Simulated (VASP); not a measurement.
# CsNaP2 (P4/mmm) in VASP: a series of runs, part 2 of 2

VASP 6.6.1. Earlier steps stand in the parts before.

## Step 3: Single point, PBE

This run uses another cell than the first one, of 29.17 Å³/atom, 0.927 times its volume.

Contents of INCAR:

```
SYSTEM = CsNaP2
PREC = Accurate
ENCUT = 520
EDIFF = 1E-7
ISMEAR = 0
SIGMA = 0.1
LREAL = .FALSE.
LASPH = .TRUE.
NELM = 80
ALGO = Normal
ISIF = 2
LWAVE = .FALSE.
LCHARG = .FALSE.
GGA = PE
NBANDS = 21
```

Contents of KPOINTS:

```
Automatic mesh
0
G
  4 4 4
  0 0 0
```

Contents of POSCAR:

```
CsNaP2
1.0
    4.0543382002      0.0000000000      0.0000000000
    0.0000000000      4.0543382002      0.0000000000
    0.0000000000      0.0000000000      7.0995426158
Cs Na P
1 1 2
Direct
    0.0000000000      0.0000000000      0.5000000000
    0.0000000000      0.0000000000      0.0000000000
    0.5000000000      0.5000000000      0.1460068877
    0.5000000000      0.5000000000      0.8539931123
```

Potentials or basis: VASP PAW PBE potentials, release 64 (Cs_sv, Na_pv, P).

The run is started by

```sh
> cat potpaw_PBE.64/Cs_sv/POTCAR potpaw_PBE.64/Na_pv/POTCAR potpaw_PBE.64/P/POTCAR > POTCAR
> mpirun -np 1 vasp_std > vasp.out
```

OUTCAR:

```text
SYSTEM = CsNaP2
   PREC = Accurate
   ENCUT = 520
   EDIFF = 1E-7
   ISMEAR = 0
   LREAL = .FALSE.
   LASPH = .TRUE.
   NELM = 80
   ISIF = 2
   GGA = PE

 ion  position               nearest neighbor table
   1  0.000  0.000  0.500-
   2  0.000  0.000  0.000-
   3  0.500  0.500  0.146-   4 2.07
   4  0.500  0.500  0.854-   3 2.07

  LATTYP: Found a simple tetragonal cell.
 ALAT       =     4.0543382002
 C/A-ratio  =     1.7510977785

  Lattice vectors:

 A1 = (   4.0543382002,   0.0000000000,   0.0000000000)
 A2 = (   0.0000000000,   4.0543382002,   0.0000000000)
 A3 = (   0.0000000000,   0.0000000000,   7.0995426158)

Analysis of symmetry for initial positions (statically):
=====================================================================
 Subroutine PRICEL returns:
 Original cell was already a primitive cell.

 Routine SETGRP: Setting up the symmetry group for a
 simple tetragonal supercell.

 Subroutine GETGRP returns: Found 16 space group operations
 (whereof 16 operations were pure point group operations)
 out of a pool of 16 trial point group operations.

The static configuration has the point symmetry D_4h.

Analysis of symmetry for dynamics (positions and initial velocities):
=====================================================================
 Subroutine PRICEL returns:
 Original cell was already a primitive cell.

 Routine SETGRP: Setting up the symmetry group for a
 simple tetragonal supercell.

 Subroutine GETGRP returns: Found 16 space group operations
 (whereof 16 operations were pure point group operations)
 out of a pool of 16 trial point group operations.

The dynamic configuration has the point symmetry D_4h.

 Subroutine INISYM returns: Found 16 space group operations
 (whereof 16 operations are pure point group operations),
 and found     1 'primitive' translations

----------------------------------------------------------------------------------------

                                     Primitive cell

  volume of cell :     116.6999

  direct lattice vectors                    reciprocal lattice vectors
     4.054338200  0.000000000  0.000000000     0.246649379  0.000000000  0.000000000
     0.000000000  4.054338200  0.000000000     0.000000000  0.246649379  0.000000000
     0.000000000  0.000000000  7.099542616     0.000000000  0.000000000  0.140854144

  length of vectors
     4.054338200  4.054338200  7.099542616     0.246649379  0.246649379  0.140854144

  position of ions in fractional coordinates (direct lattice)
     0.000000000  0.000000000  0.500000000
     0.000000000  0.000000000  0.000000000
     0.500000000  0.500000000  0.146006888
     0.500000000  0.500000000  0.853993112

  ion indices of the primitive-cell ions
   primitive index   ion index
                 1           1
                 2           2
                 3           3
                 4           4

----------------------------------------------------------------------------------------

 KPOINTS: Automatic mesh

Automatic generation of k-mesh.
 Grid dimensions read from file:
 generate k-points for:    4    4    4

 Generating k-lattice:

  Cartesian coordinates                     Fractional coordinates (reciprocal lattice)
     0.061662345  0.000000000  0.000000000     0.250000000  0.000000000  0.000000000
     0.000000000  0.061662345  0.000000000     0.000000000  0.250000000  0.000000000
     0.000000000  0.000000000  0.035213536     0.000000000  0.000000000  0.250000000

  Length of vectors
     0.061662345  0.061662345  0.035213536

  Shift w.r.t. Gamma in fractional coordinates (k-lattice)
     0.000000000  0.000000000  0.000000000

 Subroutine IBZKPT returns following result:
 ===========================================

 Found     18 irreducible k-points:

 Following reciprocal coordinates:
            Coordinates               Weight
  0.000000  0.000000  0.000000      1.000000
  0.250000  0.000000  0.000000      4.000000
  0.500000  0.000000  0.000000      2.000000
  0.250000  0.250000  0.000000      4.000000
  0.500000  0.250000  0.000000      4.000000
  0.500000  0.500000  0.000000      1.000000
[... 10 lines left out ...]
  0.500000  0.250000  0.500000      4.000000
  0.500000  0.500000  0.500000      1.000000
   k-points           NKPTS =     18   k-points in BZ     NKDIM =     18   number of bands    NBANDS=     21
   number of dos      NEDOS =    301   number of ions     NIONS =      4
   total plane-waves  NPLWV =  48600
   dimension x,y,z NGX =    30 NGY =   30 NGZ =   54
   dimension x,y,z NGXF=    60 NGYF=   60 NGZF=  108
   ions per type =               1   1   2
   NGX,Y,Z   is equivalent  to a cutoff of  12.30, 12.30, 12.64 a.u.
   NGXF,Y,Z  is equivalent  to a cutoff of  24.60, 24.60, 25.29 a.u.
 SYSTEM =  CsNaP2
   PREC   = accura    normal or accurate (medium, high low for compatibility)
   ISTART =      0    job   : 0-new  1-cont  2-samecut
   ICHARG =      2    charge: 1-file 2-atom 10-const
   ISPIN  =      1    spin polarized calculation?
   LNONCOLLINEAR =      F non collinear calculations
   LSORBIT =      F    spin-orbit coupling
   LASPH  =      T    aspherical Exc in radial PAW
   ENCUT  =  520.0 eV  38.22 Ry    6.18 a.u.   7.54  7.54 13.20*2*pi/ulx,y,z
   NELM   =     80;   NELMIN=  2; NELMDL= -5     # of ELM steps
   EDIFF  = 0.1E-06   stopping-criterion for ELM
   LREAL  =      F    real-space projection
   EDIFFG = 0.1E-05   stopping-criterion for IOM
   NSW    =      0    number of steps for IOM
   IBRION =     -1    ionic relax: 0-MD 1-quasi-New 2-CG
   NFREE  =      0    steps in history (QN), initial steepest desc. (CG)
   ISIF   =      2    stress and relaxation
   ISYM   =      2    0-nonsym 1-usesym 2-fastsym
   POTIM  = 0.5000    time-step for ionic-motion
   TEBEG  =    0.0;   TEEND  =   0.0 temperature during run
   PSTRESS=    0.0 pullay stress
   NELECT =      26.0000    total number of electrons
   NUPDOWN=      -1.0000    fix difference up-down
   EMIN   =  10.00;   EMAX   =-10.00  energy-range for DOS
   EFERMI =   0.00;   METHOD = LEGACY
   ISMEAR =     0;   SIGMA  =   0.10  broadening in eV -4-tet -1-fermi 0-gaus
   EFERMI_NEDOS =   21; number of points for ismear=-14 and -15
   IALGO  =     38    algorithm
   IMIX   =      4    mixing-type and parameters
     AMIX     =   0.40;   BMIX     =  1.00
     AMIX_MAG =   1.60;   BMIX_MAG =  1.00
  volume/ion in A,a.u.               =      29.17       196.88
  Fermi-wavevector in a.u.,A,eV,Ry     =   0.992451  1.875461 13.401187  0.984959
  Thomas-Fermi vector in A             =   2.124264
   LORBIT       =      0    0 simple, 1 ext, 2 COOP (PROOUT), +10 PAW based schemes
   GGA     = PE    functional components
   LHFCALC =     F    Hartree Fock is set to
   AEXX    =    0.0000 exact exchange contribution
   IVDW    =     0    specifies the selected vdW correction
   LEPSILON=     F    determine dielectric tensor
   LRPA    =     F    only Hartree local field effects (RPA)
 non-spin polarized calculation
 Gauss-broadening in eV      SIGMA  =   0.10
  energy-cutoff  :      520.00
  volume of cell :      116.70
 maximum number of plane-waves:      3178
   NGX = 15   NGY = 15   NGZ = 27

 number of electron      25.9999985 magnetization

 Free energy of the ion-electron system (eV)
  ---------------------------------------------------
  ext. energy  EPLUGINS =         0.00000000
  ---------------------------------------------------
  free energy    TOTEN  =       -14.01366961 eV

  energy without entropy =      -13.99080002  energy(sigma->0) =      -14.00223481

 E-fermi :   3.0029     XC(G=0):  -8.3802

 val. band max:        2.9986911603   @ k =   0.2500   0.2500   0.2500
 cond. band min:       3.0042683015   @ k =   0.2500   0.2500   0.2500
 fundamental gap:      0.0055771412
 Fermi energy:         3.0028791811

 k-point     1 :       0.0000    0.0000    0.0000
  band No.  band energies     occupation
      1     -21.0074      2.00000
      2     -20.9319      2.00000
      3     -20.9319      2.00000
      4     -19.7691      2.00000
      5      -9.0739      2.00000
      6      -6.9198      2.00000
[... 406 lines left out ...]
      5      -8.5792      2.00000
      6      -6.9883      2.00000
[... 13 lines left out ...]
     20      10.3096      0.00000
     21      11.3559      0.00000

------------------------ aborting loop because EDIFF is reached ----------------------------------------

  FORCE on cell =-STRESS in cart. coord.  units (eV):
  Direction    XX          YY          ZZ          XY          YZ          ZX
  --------------------------------------------------------------------------------------
  -------------------------------------------------------------------------------------
  Total        0.0956002      0.0956002      0.0572047      0.0000000      0.0000000      0.0000000
  in kB        1.3124995      1.3124995      0.7853652      0.0000000      0.0000000      0.0000000
  external PRESSURE =       1.1367880 kB  Pullay stress =       0.0000000 kB

 VOLUME and BASIS-vectors are now :
 -----------------------------------------------------------------------------
  energy-cutoff  :      520.00
  volume of cell :      116.70
      direct lattice vectors                 reciprocal lattice vectors
     4.054338200  0.000000000  0.000000000     0.246649379  0.000000000  0.000000000
     0.000000000  4.054338200  0.000000000     0.000000000  0.246649379  0.000000000
     0.000000000  0.000000000  7.099542616     0.000000000  0.000000000  0.140854144

 POSITION                                       TOTAL-FORCE (eV/Angst)
 -----------------------------------------------------------------------------------
      0.00000      0.00000      3.54977         0.000000      0.000000      0.000000
      0.00000      0.00000      0.00000         0.000000      0.000000      0.000000
      2.02717      2.02717      1.03658         0.000000     -0.000000     -0.069856
      2.02717      2.02717      6.06296         0.000000      0.000000      0.069856
 -----------------------------------------------------------------------------------
    total drift:                                0.000000      0.000000      0.000000

  FREE ENERGIE OF THE ION-ELECTRON SYSTEM (eV)
  ---------------------------------------------------
  free  energy   TOTEN  =       -14.0136696107 eV

  energy  without entropy=      -13.9908000159  energy(sigma->0) =      -14.00223481
```

OSZICAR:

```text
N       E                     dE             d eps       ncg     rms          rms(c)
DAV:   1     0.177751651388E+03    0.17775E+03   -0.11284E+04   764   0.110E+03
DAV:   2     0.189794482036E+01   -0.17585E+03   -0.16820E+03   835   0.250E+02
DAV:   3    -0.143534484140E+02   -0.16251E+02   -0.16082E+02   945   0.800E+01
DAV:   4    -0.147310077098E+02   -0.37756E+00   -0.37453E+00   967   0.130E+01
DAV:   5    -0.147384630198E+02   -0.74553E-02   -0.74528E-02   961   0.180E+00    0.581E+00
DAV:   6    -0.141211875633E+02    0.61728E+00   -0.82976E-01   956   0.423E+00    0.326E+00
DAV:   7    -0.140161013592E+02    0.10509E+00   -0.72852E-01  1027   0.338E+00    0.113E+00
DAV:   8    -0.140172463674E+02   -0.11450E-02   -0.14578E-01   890   0.171E+00    0.451E-01
DAV:   9    -0.140134118948E+02    0.38345E-02   -0.22654E-02   961   0.683E-01    0.225E-01
DAV:  10    -0.140135923392E+02   -0.18044E-03   -0.25326E-03   942   0.259E-01    0.116E-01
DAV:  11    -0.140137415839E+02   -0.14924E-03   -0.10379E-03   891   0.162E-01    0.388E-02
DAV:  12    -0.140136676299E+02    0.73954E-04   -0.14345E-04   991   0.525E-02    0.182E-02
DAV:  13    -0.140136692078E+02   -0.15779E-05   -0.36340E-05   929   0.262E-02    0.848E-03
DAV:  14    -0.140136692845E+02   -0.76748E-07   -0.39991E-06  1049   0.922E-03    0.311E-03
DAV:  15    -0.140136695488E+02   -0.26426E-06   -0.10552E-06   902   0.479E-03    0.199E-03
DAV:  16    -0.140136696107E+02   -0.61920E-07   -0.12248E-07   767   0.179E-03
   1 F= -.14013670E+02 E0= -.14002235E+02  d E =-.228696E-01
```

stdout:

```text
POSCAR found type information on POSCAR CsNaP
 POSCAR found :  3 types and       4 ions
 scaLAPACK will be used
 LDA part: xc-table for (Slater+PW92), standard interpolation
 POSCAR, INCAR and KPOINTS ok, starting setup
 FFT: planning ... GRIDC
 FFT: planning ... GRID_SOFT
 FFT: planning ... GRID
 WAVECAR not read
 entering main loop
```

Wall time 23 s (1 thread of Intel Xeon Platinum 8559C (Emerald Rapids), shared host); peak memory 0.23 GiB.

What came out:

* Free energy: -14.0137 eV
* Pressure: 0.1 GPa
* Largest force: 0.070 eV/Å
* Band gap on the k mesh: zero (band 13 reaches 4.06 eV, above the bottom of band 14 at 2.03 eV)

Forces in eV/Å, atoms in the order of the input:
```
Cs   0.000  0.000  0.000
Na   0.000  0.000  0.000
P    0.000  0.000 -0.070
P    0.000  0.000  0.070
```

Caveat: the k points lie up to 0.39 Å⁻¹ apart; spin-orbit coupling is left out, which moves the levels of the heavy elements.

## Step 4: Relaxation of cell and atoms, PBE

This run uses another cell than the first one, of 28.96 Å³/atom, 0.920 times its volume.

Contents of INCAR:

```
SYSTEM = CsNaP2
PREC     = Accurate       ! precision mode
ENCUT    = 600            ! plane-wave cutoff, eV
EDIFF    = 1E-6           ! SCF threshold, eV
ISMEAR   = 0              ! smearing method
SIGMA    = 0.1            ! smearing width, eV
LREAL    = .False.        ! projectors in reciprocal space
LASPH    = .True.         ! aspherical terms in the spheres
NELM     = 60             ! most SCF steps
ALGO     = Normal         ! electronic algorithm
ISIF     = 3              ! what is computed and relaxed
LWAVE    = .False.        ! write WAVECAR
LCHARG   = .False.        ! write CHGCAR
GGA      = PE             ! functional
IBRION   = 2              ! ionic algorithm
NSW      = 90             ! ionic steps
EDIFFG   = -0.04          ! ionic threshold
```

Contents of KPOINTS:

```
Automatic mesh
0
Gamma
  4 4 4
  0 0 0
```

Contents of POSCAR:

```
CsNaP2
1.0
    4.0501346348      0.0000000000      0.0000000000
    0.0000000000      4.0501346348      0.0000000000
    0.0000000000      0.0000000000      7.0624262440
Cs Na P
1 1 2
Direct
    0.0000000000      0.0000000000      0.5000000000
    0.0000000000      0.0000000000      0.0000000000
    0.5000000000      0.5000000000      0.1467831413
    0.5000000000      0.5000000000      0.8532168587
```

The run is started by

```sh
> cat potpaw_PBE.64/Cs_sv/POTCAR potpaw_PBE.64/Na_pv/POTCAR potpaw_PBE.64/P/POTCAR > POTCAR
> mpirun -np 1 vasp_std > vasp.out
```

Run time: 53 s. Hardware: 1 thread of Intel Xeon Platinum 8559C (Emerald Rapids), shared host; peak memory 0.26 GiB.

It converged, with:

* Free energy: -14.0147 eV
* Relaxed volume: 29.52 Å³/atom
* Relaxed cell: a = 4.070 Å, b = 4.070 Å, c = 7.126 Å, α = 90.00°, β = 90.00°, γ = 90.00°
* Space group after relaxing (to 0.05 Å): P4/mmm (No. 123)
* Energy gained by relaxing: 0.7 meV/atom
* Ionic steps: 6
* Pressure after relaxing: 0.0 GPa
* Largest force after relaxing: 0.016 eV/Å
* Band gap on the k mesh: zero (band 13 reaches 3.99 eV, above the bottom of band 14 at 2.00 eV)

Forces in eV/Å, atoms in the order of the input:
```
Cs   0.000  0.000  0.000
Na   0.000  0.000  0.000
P    0.000  0.000 -0.016
P    0.000  0.000  0.016
```

Stress tensor (GPa, compression positive):
```
-0.08  0.00  0.00
 0.00 -0.08  0.00
 0.00  0.00  0.03
```

Step by step:
```
step  energy change (eV)  largest force (eV/Å)  pressure (GPa)  volume (Å³)
   1              0.0000                0.0856            0.25       115.85
   2             -0.0016                0.0354            0.17       116.62
   3             -0.0024                0.0693            0.01       118.22
   4             -0.0025                0.0472            0.06       117.87
   5             -0.0019                0.1545           -0.22       118.51
   6             -0.0027                0.0164           -0.04       118.07
```

Final structure:
```
Cs Na P
1.0
     4.07048    0.00000    0.00000
     0.00000    4.07048    0.00000
     0.00000    0.00000    7.12598
Cs Na P
1 1 2
Cartesian
  0.0000 0.0000 3.5630
  0.0000 0.0000 0.0000
  2.0352 2.0352 1.0354
  2.0352 2.0352 6.0906
```

Levels at points of the mesh, in eV from the Fermi level:
```csv
k point,band 10,band 11,band 12,band 13,band 14,band 15,band 16,band 17
"(0.00, 0.00, 0.00)",-3.65,-1.80,-1.80,0.92,0.92,1.44,2.17,2.97
"(0.50, 0.00, 0.00)",-4.05,-2.87,-1.67,-0.57,1.42,2.29,3.01,4.08
"(0.50, 0.50, 0.00)",-3.35,-3.35,-3.16,-0.96,-0.96,1.80,3.02,4.70
"(0.00, 0.00, 0.50)",-2.91,-1.87,-1.87,0.76,1.17,1.17,2.33,2.60
"(0.50, 0.00, 0.50)",-3.77,-3.12,-1.64,-1.31,1.19,2.90,3.14,3.68
"(0.50, 0.50, 0.50)",-3.53,-3.53,-2.67,-0.37,-0.37,1.27,2.90,3.34
```

Caveat: the k points lie up to 0.39 Å⁻¹ apart in the final cell; spin-orbit coupling is left out, which moves the levels of the heavy elements.

## Step 5: Single point, PBE

This run uses another cell than the first one, of 28.99 Å³/atom, 0.921 times its volume.

Contents of INCAR:

```
ALGO = Normal ; EDIFF = 1E-6
ENCUT = 520 ; GGA = PE
ISIF = 2 ; ISMEAR = 0
LASPH = T ; LCHARG = F
LREAL = F ; LWAVE = F
NBANDS = 21 ; NELM = 100
PREC = Accurate ; SIGMA = 0.1
```

Contents of KPOINTS:

```
k-points
0
Gamma
  12 12 8
```

Contents of POSCAR:

```
CsNaP2
1.0
    4.0204157690      0.0000000000      0.0000000000
    0.0000000000      4.0204157690      0.0000000000
    0.0000000000      0.0000000000      7.1741095539
Cs Na P
1 1 2
Direct
    0.0000000000      0.0000000000      0.5000000000
    0.0000000000      0.0000000000      0.0000000000
    0.5000000000      0.5000000000      0.1445113760
    0.5000000000      0.5000000000      0.8554886240
```

The run is started by

```sh
> cat potpaw_PBE.64/Cs_sv/POTCAR potpaw_PBE.64/Na_pv/POTCAR potpaw_PBE.64/P/POTCAR > POTCAR
> mpirun -np 1 vasp_std > vasp.out
```

Wall time 7.5 min (1 thread of AMD EPYC, shared host); peak memory 0.41 GiB.

Results (log left out):

```
Free energy            : -14.1516 eV
Pressure               : 0.0 GPa
Largest force          : 0.061 eV/Å
Band gap on the k mesh : zero (band 13 reaches 4.14 eV, above the bottom of band 14 at 2.06 eV)
```

Forces in eV/Å, atoms in the order of the input:
```
Cs   0.000  0.000  0.000
Na   0.000  0.000  0.000
P    0.000  0.000 -0.061
P    0.000  0.000  0.061
```

Stress tensor (GPa, compression positive):
```
 0.04  0.00  0.00
 0.00  0.04  0.00
 0.00  0.00 -0.16
```

Levels at points of the mesh, in eV from the Fermi level:
| k point | band 11 | band 12 | band 13 | band 14 | band 15 | band 16 |
| --- | --- | --- | --- | --- | --- | --- |
| (0.00, 0.00, 0.00) | -1.74 | -1.74 | 0.96 | 0.96 | 1.46 | 2.14 |
| (0.50, 0.00, 0.00) | -2.87 | -1.60 | -0.63 | 1.48 | 2.27 | 2.90 |
| (0.50, 0.50, 0.00) | -3.38 | -3.16 | -1.00 | -1.00 | 1.87 | 2.87 |
| (0.00, 0.00, 0.50) | -1.81 | -1.81 | 0.69 | 1.21 | 1.21 | 2.28 |
| (0.50, 0.00, 0.50) | -3.16 | -1.57 | -1.35 | 1.26 | 2.85 | 3.15 |
| (0.50, 0.50, 0.50) | -3.55 | -2.68 | -0.41 | -0.41 | 1.16 | 2.97 |

Caveat: spin-orbit coupling is left out, which moves the levels of the heavy elements.

## Step 6: Summary

| task | cell | k mesh | cutoff (eV) | gap on the mesh (eV) | pressure (GPa) | largest force (eV/Å) |
| --- | --- | --- | --- | --- | --- | --- |
| single point | a = 3.978, b = 3.978, c = 7.956 Å, 4 atoms | 4 × 4 × 2 | 520 | none | -2.0 | 1.03 |
| single point | a = 4.054, b = 4.054, c = 7.100 Å, 4 atoms | 4 × 4 × 4 | 520 | none | 0.1 | 0.07 |
| relaxation of cell and atoms | relaxed from a = 4.050, b = 4.050, c = 7.062 Å, 4 atoms | 4 × 4 × 4 | 600 | none | 0.0 | 0.02 |
| single point | a = 4.020, b = 4.020, c = 7.174 Å, 4 atoms | 12 × 12 × 8 | 520 | none | 0.0 | 0.06 |

Alike in all rows: level PBE; potentials or basis VASP PAW PBE potentials, release 64 (Cs_sv, Na_pv, P); no spin polarisation; smearing gaussian 0.1 eV.

Caveats: some runs use coarse meshes; spin-orbit coupling is left out, which moves the levels of the heavy elements; forces of over 1 eV/Å act on the atoms, so gaps and moduli don't describe the material at rest (some runs).

Total energies depend on the potentials used, so only differences within one code and one set of settings carry meaning.
